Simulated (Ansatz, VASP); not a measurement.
# N: VASP beside Ansatz

The input INCAR:

```
PREC = Accurate
ENCUT = 520
EDIFF = 1E-8
ISMEAR = -1
SIGMA = 0.02
LREAL = F
LASPH = T
NELM = 80
ALGO = Normal
ISIF = 2
LWAVE = F
LCHARG = F
GGA = PE
LEFG = T
NBANDS = 12
```

Contents of KPOINTS:

```
regular mesh
0
Gamma
  10 10 5
```

File POSCAR:

```
N
1.0
    3.5674812622      0.0000000000      0.0000000000
   -1.7837406311      3.0895294007      0.0000000000
    0.0000000000      0.0000000000      5.7901502020
N
2
Direct
    0.3333333333      0.6666666667      0.2500000000
    0.6666666667      0.3333333333      0.7500000000
```

Input for Ansatz:

```yaml
crystal:
  lattice:
    - [3.5674812622, 0.0, 0.0]
    - [-1.7837406311, 3.0895294007, 0.0]
    - [0.0, 0.0, 5.790150202]
  atoms:
    - { symbol: "N", position: [0.3333333333, 0.6666666667, 0.25] }
    - { symbol: "N", position: [0.6666666667, 0.3333333333, 0.75] }
kpoints:
  mp_grid: { grid: [10, 10, 5] }
scf:
  occupations: { method: fermi_dirac, width: 0.02 }
hamiltonian:
  xc: pbe
  pseudopotentials: { kind: paw }
output:
  forces: true
  stress: true
  eigenvalues: true
  efg: { contact_densities: true }
```

Change from the starting cell: volume scaled by 0.95, PAW files.

Alike in both runs: task electric field gradients; functional PBE; k mesh 10 × 10 × 5; occupations fermi-dirac, width 0.02 eV; no spin polarisation.

|  | VASP | Ansatz |
| --- | --- | --- |
| version | VASP 6.6.1 | Ansatz 0.2.0 |
| potentials or method | VASP PAW PBE potentials, release 64 (N) | PAW with Ansatz's default frozen-core files, scalar-relativistic |
| plane-wave cutoff (eV) | 520 | 420 |
| valence electrons in the cell | 10 | 10 |

```csv
,VASP,Ansatz,Ansatz less VASP
pressure (GPa),-8.1,-8.0,+0.07
size of Vzz on the site where it differs most (V/Å²),0.5,0.4,-0.03
```

With one functional, cell and mesh, what is left measures potentials, basis and numerics.
